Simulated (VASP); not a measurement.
# Ti (I4/mmm) in VASP: further runs, part 2 of 2

VASP 6.6.1. The steps go on from the part before.

### Step 3. Single point, PBEsol (strain +0.0375 x Voigt [0, 0, 1, 0, 0, 0])

INCAR

```
SYSTEM = Ti
  ALGO = Normal
  EDIFF = 1E-6
  ENCUT = 520
  GGA = PS
  ISIF = 2
  ISMEAR = 0
  LASPH = .TRUE.
  LCHARG = .TRUE.
  LELF = .TRUE.
  LREAL = .FALSE.
  LVHAR = .TRUE.
  LWAVE = .FALSE.
  NBANDS = 12
  NELM = 80
  PREC = Accurate
  SIGMA = 0.15
```

KPOINTS

```
k-points
0
G
  20 20 20
  0 0 0
```

POSCAR

```
Ti
1.0
    0.0000000000      2.0300000000      2.1061250000
    2.0300000000      0.0000000000      2.1061250000
    2.0300000000      2.0300000000      0.0000000000
Ti
1
Direct
    0.0000000000      0.0000000000      0.0000000000
```

Potentials or basis: VASP PAW PBE potentials, release 64 (Ti_sv).

Started as:

```
> cat potpaw_PBE.64/Ti_sv/POTCAR > POTCAR
> mpirun -np 1 vasp_std > vasp.out
```

OUTCAR:

```text
SYSTEM = Ti
   EDIFF = 1E-6
   ENCUT = 520
   GGA = PS
   ISIF = 2
   ISMEAR = 0
   LASPH = .TRUE.
   LREAL = .FALSE.
   NELM = 80
   PREC = Accurate

 ion  position               nearest neighbor table
   1  0.000  0.000  0.000-

  LATTYP: Found a body centered tetragonal cell.
 ALAT       =     2.8708535316
 C/A-ratio  =     1.4672465710

  Lattice vectors:

 A1 = (  -2.0300000000,   0.0000000000,   2.1061250000)
 A2 = (   2.0300000000,   0.0000000000,   2.1061250000)
 A3 = (   0.0000000000,   2.0300000000,  -2.1061250000)

Analysis of symmetry for initial positions (statically):
=====================================================================
 Subroutine PRICEL returns:
 Original cell was already a primitive cell.

 Routine SETGRP: Setting up the symmetry group for a
 body centered tetragonal supercell.

 Subroutine GETGRP returns: Found 16 space group operations
 (whereof 16 operations were pure point group operations)
 out of a pool of 16 trial point group operations.

The static configuration has the point symmetry D_4h.

[... 167 lines left out ...]
  band No.  band energies     occupation
      1     -48.3785      2.00000
      2     -24.3361      2.00000
      3     -24.3285      2.00000
      4     -24.3285      2.00000
      5       2.0016      2.00000
      6       8.7826      0.00000
      7       9.0816      0.00000
      8       9.0816      0.00000
      9      10.4193      0.00000
     10      10.7660      0.00000
     11      23.3933      0.00000
     12      27.2468      0.00000
[... 331 lines left out ...]
 k-point    24 :      -0.3500    0.0500    0.0000
  band No.  band energies     occupation
      1     -48.2721      2.00000
      2     -24.9032      2.00000
      3     -24.4367      2.00000
      4     -24.3831      2.00000
      5       5.1228      2.00000
      6       8.1332      0.72652
      7       8.8121      0.00000
      8       9.1928      0.00000
      9      11.1191      0.00000
     10      11.5522      0.00000
     11      18.0171      0.00000
     12      23.0620      0.00000

 [... further k-points ...]

------------------------ aborting loop because EDIFF is reached ----------------------------------------

  FORCE on cell =-STRESS in cart. coord.  units (eV):
  Direction    XX          YY          ZZ          XY          YZ          ZX
  --------------------------------------------------------------------------------------
  -------------------------------------------------------------------------------------
  Total       -0.4352830     -0.4352830     -0.5722663      0.0000000      0.0000000      0.0000000
  in kB      -40.1768632    -40.1768632    -52.8205011      0.0000000      0.0000000      0.0000000
  external PRESSURE =     -44.3914092 kB  Pullay stress =       0.0000000 kB

 VOLUME and BASIS-vectors are now :
 -----------------------------------------------------------------------------
  energy-cutoff  :      520.00
  volume of cell :       17.36
      direct lattice vectors                 reciprocal lattice vectors
     0.000000000  2.030000000  2.106125000    -0.246305419  0.246305419  0.237402813
     2.030000000  0.000000000  2.106125000     0.246305419 -0.246305419  0.237402813
     2.030000000  2.030000000  0.000000000     0.246305419  0.246305419 -0.237402813

 POSITION                                       TOTAL-FORCE (eV/Angst)
 -----------------------------------------------------------------------------------
      0.00000      0.00000      0.00000         0.000000      0.000000      0.000000
 -----------------------------------------------------------------------------------
    total drift:                               -0.000000      0.000000      0.000000

  FREE ENERGIE OF THE ION-ELECTRON SYSTEM (eV)
  ---------------------------------------------------
  free  energy   TOTEN  =        -8.2812636302 eV

  energy  without entropy=       -8.2611165720  energy(sigma->0) =       -8.27119010
```

OSZICAR:

```text
N       E                     dE             d eps       ncg     rms          rms(c)
DAV:   1     0.870948544205E+02    0.87095E+02   -0.65458E+03 15452   0.120E+03
DAV:   2    -0.508307515755E+01   -0.92178E+02   -0.89714E+02 15628   0.297E+02
DAV:   3    -0.934227933765E+01   -0.42592E+01   -0.42151E+01 21456   0.649E+01
DAV:   4    -0.943850516466E+01   -0.96226E-01   -0.96111E-01 17464   0.867E+00
DAV:   5    -0.944085673383E+01   -0.23516E-02   -0.23515E-02 18460   0.121E+00    0.871E+00
DAV:   6    -0.829526955798E+01    0.11456E+01   -0.23168E+00 16776   0.226E+01    0.218E+00
DAV:   7    -0.827353434868E+01    0.21735E-01   -0.11105E-01 18948   0.382E+00    0.128E+00
DAV:   8    -0.828106345871E+01   -0.75291E-02   -0.39840E-02 15860   0.267E+00    0.209E-01
DAV:   9    -0.828124672103E+01   -0.18326E-03   -0.47955E-03 19836   0.832E-01    0.858E-02
DAV:  10    -0.828128008557E+01   -0.33365E-04   -0.29319E-04 16480   0.208E-01    0.218E-02
DAV:  11    -0.828126467848E+01    0.15407E-04   -0.23006E-05 18660   0.606E-02    0.119E-02
DAV:  12    -0.828126337033E+01    0.13082E-05   -0.30993E-06 16780   0.242E-02    0.215E-03
DAV:  13    -0.828126363021E+01   -0.25988E-06   -0.35930E-07 10172   0.593E-03
   1 F= -.82812636E+01 E0= -.82711901E+01  d E =-.201471E-01
```

stdout:

```text
POSCAR found type information on POSCAR Ti
 POSCAR found :  1 types and       1 ions
 scaLAPACK will be used
 -----------------------------------------------------------------------------
|                                                                             |
|                                                                             |
|     You enforced a specific xc type in the INCAR file but a different       |
|     I HOPE YOU KNOW WHAT YOU ARE DOING!                                     |
|                                                                             |
 -----------------------------------------------------------------------------

 LDA part: xc-table for (Slater+PW92), standard interpolation
 POSCAR, INCAR and KPOINTS ok, starting setup
 FFT: planning ... GRIDC
 FFT: planning ... GRID_SOFT
 FFT: planning ... GRID
 WAVECAR not read
 entering main loop
```

Run time: 1.8 min. Hardware: 1 thread of AMD EPYC 7R13 (Zen 3), shared host; peak memory 0.22 GiB.

What came out:

```
Free energy            : -8.2813 eV
Pressure               : -4.4 GPa
Band gap on the k mesh : zero (bands 6 and 7 overlap by 1.27 eV)
```

Levels at points of the mesh, in eV from the Fermi level:
```
           k point  band 4  band 5  band 6  band 7  band 8  band 9
(0.00, 0.00, 0.00)  -32.42   -6.09    0.69    0.99    0.99    2.32
(0.50, 0.00, 0.00)  -32.49   -2.59    0.60    0.65    0.92    3.53
(0.50, 0.50, 0.00)  -32.64   -2.60   -1.66    2.41    3.59    3.86
(0.50, 0.00, 0.50)  -32.66   -2.57   -1.72    3.08    3.56    3.76
```

Caveat: the cell differs from its parent crystal (strain +0.0375 x Voigt [0, 0, 1, 0, 0, 0]); the cell stands under tension; the PAW data sets were made with another functional, which shifts forces and pressure a little.

### Step 4. Single point, PBEsol (strain +0.0750 x Voigt [0, 0, 1, 0, 0, 0])

INCAR

```
SYSTEM = Ti
  PREC = Accurate
  ENCUT = 520
  EDIFF = 1E-6
  ISMEAR = 0
  SIGMA = 0.15
  LREAL = .False.
  LASPH = .True.
  NELM = 80
  ALGO = Normal
  ISIF = 2
  LWAVE = .False.
  LCHARG = .True.
  GGA = PS
  LELF = .True.
  LVHAR = .True.
  NBANDS = 12
```

KPOINTS

```
regular mesh
0
Gamma
  20 20 20
  0 0 0
```

POSCAR

```
Ti
1.0
    0.0000000000      2.0300000000      2.1822500000
    2.0300000000      0.0000000000      2.1822500000
    2.0300000000      2.0300000000      0.0000000000
Ti
1
Direct
    0.0000000000      0.0000000000      0.0000000000
```

Potentials or basis: VASP PAW PBE potentials, release 64 (Ti_sv).

Started as:

```
> cat potpaw_PBE.64/Ti_sv/POTCAR > POTCAR
> mpirun -np 1 vasp_std > vasp.out
```

OUTCAR:

```text
SYSTEM = Ti
   PREC = Accurate
   ENCUT = 520
   EDIFF = 1E-6
   ISMEAR = 0
   LREAL = .False.
   LASPH = .True.
   NELM = 80
   ISIF = 2
   GGA = PS

 ion  position               nearest neighbor table
   1  0.000  0.000  0.000-

  LATTYP: Found a body centered tetragonal cell.
 ALAT       =     2.8708535316
 C/A-ratio  =     1.5202795796

  Lattice vectors:

 A1 = (  -2.0300000000,   0.0000000000,   2.1822500000)
 A2 = (   2.0300000000,   0.0000000000,   2.1822500000)
 A3 = (   0.0000000000,   2.0300000000,  -2.1822500000)

Analysis of symmetry for initial positions (statically):
=====================================================================
 Subroutine PRICEL returns:
 Original cell was already a primitive cell.

 Routine SETGRP: Setting up the symmetry group for a
 body centered tetragonal supercell.

 Subroutine GETGRP returns: Found 16 space group operations
 (whereof 16 operations were pure point group operations)
 out of a pool of 16 trial point group operations.

The static configuration has the point symmetry D_4h.

Analysis of symmetry for dynamics (positions and initial velocities):
=====================================================================
 Subroutine PRICEL returns:
 Original cell was already a primitive cell.

 Routine SETGRP: Setting up the symmetry group for a
 body centered tetragonal supercell.

 Subroutine GETGRP returns: Found 16 space group operations
 (whereof 16 operations were pure point group operations)
 out of a pool of 16 trial point group operations.

The dynamic configuration has the point symmetry D_4h.

 Subroutine INISYM returns: Found 16 space group operations
 (whereof 16 operations are pure point group operations),
 and found     1 'primitive' translations

----------------------------------------------------------------------------------------

                                     Primitive cell

  volume of cell :      17.9857

  direct lattice vectors                    reciprocal lattice vectors
     0.000000000  2.030000000  2.182250000    -0.246305419  0.246305419  0.229121320
     2.030000000  0.000000000  2.182250000     0.246305419 -0.246305419  0.229121320
     2.030000000  2.030000000  0.000000000     0.246305419  0.246305419 -0.229121320

  length of vectors
     2.980455513  2.980455513  2.870853532     0.416928408  0.416928408  0.416928408

  position of ions in fractional coordinates (direct lattice)
     0.000000000  0.000000000  0.000000000

  ion indices of the primitive-cell ions
   primitive index   ion index
                 1           1

----------------------------------------------------------------------------------------

 KPOINTS: regular mesh

Automatic generation of k-mesh.
 Grid dimensions read from file:
 generate k-points for:   20   20   20

 Generating k-lattice:

  Cartesian coordinates                     Fractional coordinates (reciprocal lattice)
    -0.012315271  0.012315271  0.011456066     0.050000000  0.000000000  0.000000000
     0.012315271 -0.012315271  0.011456066     0.000000000  0.050000000  0.000000000
     0.012315271  0.012315271 -0.011456066     0.000000000  0.000000000  0.050000000

  Length of vectors
     0.020846420  0.020846420  0.020846420

  Shift w.r.t. Gamma in fractional coordinates (k-lattice)
     0.000000000  0.000000000  0.000000000

 Subroutine IBZKPT returns following result:
 ===========================================

 Found    641 irreducible k-points:

 Following reciprocal coordinates:
            Coordinates               Weight
  0.000000  0.000000  0.000000      1.000000
  0.050000  0.000000  0.000000      8.000000
  0.100000  0.000000  0.000000      8.000000
  0.150000  0.000000  0.000000      8.000000
  0.200000  0.000000  0.000000      8.000000
  0.250000  0.000000  0.000000      8.000000
[... 16 lines left out ...]
 -0.400000  0.050000  0.000000      8.000000
 -0.350000  0.050000  0.000000      8.000000
 [... further k-points ...]
   k-points           NKPTS =    641   k-points in BZ     NKDIM =    641   number of bands    NBANDS=     12
   number of dos      NEDOS =    301   number of ions     NIONS =      1
   total plane-waves  NPLWV =  13824
   dimension x,y,z NGX =    24 NGY =   24 NGZ =   24
   dimension x,y,z NGXF=    48 NGYF=   48 NGZF=   48
   ions per type =               1
   NGX,Y,Z   is equivalent  to a cutoff of  13.39, 13.39, 13.90 a.u.
   NGXF,Y,Z  is equivalent  to a cutoff of  26.77, 26.77, 27.80 a.u.
 SYSTEM =  Ti
   PREC   = accura    normal or accurate (medium, high low for compatibility)
   ISTART =      0    job   : 0-new  1-cont  2-samecut
   ICHARG =      2    charge: 1-file 2-atom 10-const
   ISPIN  =      1    spin polarized calculation?
   LNONCOLLINEAR =      F non collinear calculations
   LSORBIT =      F    spin-orbit coupling
   LASPH  =      T    aspherical Exc in radial PAW
   ENCUT  =  520.0 eV  38.22 Ry    6.18 a.u.   5.54  5.54  5.34*2*pi/ulx,y,z
   NELM   =     80;   NELMIN=  2; NELMDL= -5     # of ELM steps
   EDIFF  = 0.1E-05   stopping-criterion for ELM
   LREAL  =      F    real-space projection
   EDIFFG = 0.1E-04   stopping-criterion for IOM
   NSW    =      0    number of steps for IOM
   IBRION =     -1    ionic relax: 0-MD 1-quasi-New 2-CG
   NFREE  =      0    steps in history (QN), initial steepest desc. (CG)
   ISIF   =      2    stress and relaxation
   ISYM   =      2    0-nonsym 1-usesym 2-fastsym
   POTIM  = 0.5000    time-step for ionic-motion
   TEBEG  =    0.0;   TEEND  =   0.0 temperature during run
   PSTRESS=    0.0 pullay stress
   NELECT =      12.0000    total number of electrons
   NUPDOWN=      -1.0000    fix difference up-down
   EMIN   =  10.00;   EMAX   =-10.00  energy-range for DOS
   EFERMI =   0.00;   METHOD = LEGACY
   ISMEAR =     0;   SIGMA  =   0.15  broadening in eV -4-tet -1-fermi 0-gaus
   EFERMI_NEDOS =   21; number of points for ismear=-14 and -15
   IALGO  =     38    algorithm
   IMIX   =      4    mixing-type and parameters
     AMIX     =   0.40;   BMIX     =  1.00
     AMIX_MAG =   1.60;   BMIX_MAG =  1.00
  volume/ion in A,a.u.               =      17.99       121.37
  Fermi-wavevector in a.u.,A,eV,Ry     =   1.430517  2.703285 27.842679  2.046379
  Thomas-Fermi vector in A             =   2.550354
   LORBIT       =      0    0 simple, 1 ext, 2 COOP (PROOUT), +10 PAW based schemes
   GGA     = PS    functional components
   LHFCALC =     F    Hartree Fock is set to
   AEXX    =    0.0000 exact exchange contribution
   IVDW    =     0    specifies the selected vdW correction
   LEPSILON=     F    determine dielectric tensor
   LRPA    =     F    only Hartree local field effects (RPA)
 non-spin polarized calculation
 Gauss-broadening in eV      SIGMA  =   0.15
  energy-cutoff  :      520.00
  volume of cell :       17.99
 maximum number of plane-waves:       504
 NGX is ok and might be reduce to    24
   NGX = 11   NGY = 11   NGZ = 11

 number of electron      11.9999996 magnetization

 Free energy of the ion-electron system (eV)
  ---------------------------------------------------
  ext. energy  EPLUGINS =         0.00000000
  ---------------------------------------------------
  free energy    TOTEN  =        -8.25284967 eV

  energy without entropy =       -8.23063167  energy(sigma->0) =       -8.24174067

 E-fermi :   7.7126     XC(G=0): -11.4701

 val. band max:        7.7119452474   @ k =   0.4500   0.0500   0.1000
 cond. band min:       7.7147079621   @ k =  -0.2500   0.2500   0.0000
 fundamental gap:      0.0027627147
 Fermi energy:         7.7125623172

 k-point     1 :       0.0000    0.0000    0.0000
  band No.  band energies     occupation
      1     -48.8135      2.00000
      2     -24.8138      2.00000
      3     -24.7983      2.00000
      4     -24.7983      2.00000
      5       1.7202      2.00000
      6       8.2166      0.00000
      7       8.7942      0.00000
      8       8.7942      0.00000
      9       9.7677      0.00000
     10      10.4318      0.00000
     11      22.8864      0.00000
     12      26.0577      0.00000
[... 331 lines left out ...]
 k-point    24 :      -0.3500    0.0500    0.0000
  band No.  band energies     occupation
      1     -48.7203      2.00000
      2     -25.3206      2.00000
      3     -24.9101      2.00000
      4     -24.8352      2.00000
      5       4.8177      2.00000
      6       7.7331      0.84656
      7       8.3033      0.00000
      8       8.9319      0.00000
      9      10.6117      0.00000
     10      11.0542      0.00000
     11      17.2531      0.00000
     12      22.2749      0.00000

 [... further k-points ...]

------------------------ aborting loop because EDIFF is reached ----------------------------------------

  FORCE on cell =-STRESS in cart. coord.  units (eV):
  Direction    XX          YY          ZZ          XY          YZ          ZX
  --------------------------------------------------------------------------------------
  -------------------------------------------------------------------------------------
  Total       -0.7833302     -0.7833302     -1.0382637      0.0000000     -0.0000000     -0.0000000
  in kB      -69.7796683    -69.7796683    -92.4893427      0.0000000     -0.0000000     -0.0000000
  external PRESSURE =     -77.3495598 kB  Pullay stress =       0.0000000 kB

 VOLUME and BASIS-vectors are now :
 -----------------------------------------------------------------------------
  energy-cutoff  :      520.00
  volume of cell :       17.99
      direct lattice vectors                 reciprocal lattice vectors
     0.000000000  2.030000000  2.182250000    -0.246305419  0.246305419  0.229121320
     2.030000000  0.000000000  2.182250000     0.246305419 -0.246305419  0.229121320
     2.030000000  2.030000000  0.000000000     0.246305419  0.246305419 -0.229121320

 POSITION                                       TOTAL-FORCE (eV/Angst)
 -----------------------------------------------------------------------------------
      0.00000      0.00000      0.00000         0.000000      0.000000     -0.000000
 -----------------------------------------------------------------------------------
    total drift:                               -0.000000     -0.000000     -0.000000

  FREE ENERGIE OF THE ION-ELECTRON SYSTEM (eV)
  ---------------------------------------------------
  free  energy   TOTEN  =        -8.2528496682 eV

  energy  without entropy=       -8.2306316675  energy(sigma->0) =       -8.24174067
```

stdout:

```text
POSCAR found type information on POSCAR Ti
 POSCAR found :  1 types and       1 ions
 scaLAPACK will be used
 -----------------------------------------------------------------------------
|                                                                             |
|                                                                             |
|     You enforced a specific xc type in the INCAR file but a different       |
|     I HOPE YOU KNOW WHAT YOU ARE DOING!                                     |
|                                                                             |
 -----------------------------------------------------------------------------

 LDA part: xc-table for (Slater+PW92), standard interpolation
 POSCAR, INCAR and KPOINTS ok, starting setup
 FFT: planning ... GRIDC
 FFT: planning ... GRID_SOFT
 FFT: planning ... GRID
 WAVECAR not read
 entering main loop
```

Run time: 1.8 min. Hardware: 1 thread of AMD EPYC 7R13 (Zen 3), shared host; peak memory 0.22 GiB.

What came out:

* Free energy: -8.2528 eV
* Pressure: -7.7 GPa
* Band gap on the k mesh: zero (bands 6 and 7 overlap by 1.29 eV)

Levels at points of the mesh, in eV from the Fermi level:
| k point | band 4 | band 5 | band 6 | band 7 | band 8 | band 9 |
| --- | --- | --- | --- | --- | --- | --- |
| (0.00, 0.00, 0.00) | -32.51 | -5.99 | 0.50 | 1.08 | 1.08 | 2.06 |
| (0.50, 0.00, 0.00) | -32.56 | -2.50 | 0.47 | 0.60 | 1.06 | 3.33 |
| (0.50, 0.50, 0.00) | -32.68 | -2.49 | -1.52 | 1.89 | 3.47 | 3.69 |
| (0.50, 0.00, 0.50) | -32.71 | -2.43 | -1.61 | 3.15 | 3.38 | 3.49 |

Caveat: the cell differs from its parent crystal (strain +0.0750 x Voigt [0, 0, 1, 0, 0, 0]); the cell stands under tension; the PAW data sets were made with another functional, which shifts forces and pressure a little.

### Step 5. Overview

| cell | gap on the mesh (eV) | pressure (GPa) |
| --- | --- | --- |
| a = 2.818, b = 2.818, c = 2.871 Å, angles 59.4, 59.4, 61.3°, 1 atom | none | 3.8 |
| a = 2.925, b = 2.925, c = 2.871 Å, angles 60.6, 60.6, 58.8°, 1 atom | none | -4.4 |
| a = 2.980, b = 2.980, c = 2.871 Å, angles 61.2, 61.2, 57.6°, 1 atom | none | -7.7 |

Alike in all rows: task single point; level PBEsol; potentials or basis VASP PAW PBE potentials, release 64 (Ti_sv); no spin polarisation; k mesh 20 × 20 × 20; cutoff (eV) 520; smearing gaussian 0.15 eV.

Caveats: the PAW data sets were made with another functional, which shifts forces and pressure a little; the cell stands under tension (at least some runs); the cell stands under pressure (at least some runs).

Absolute energies hang on the potentials; compare differences alone.
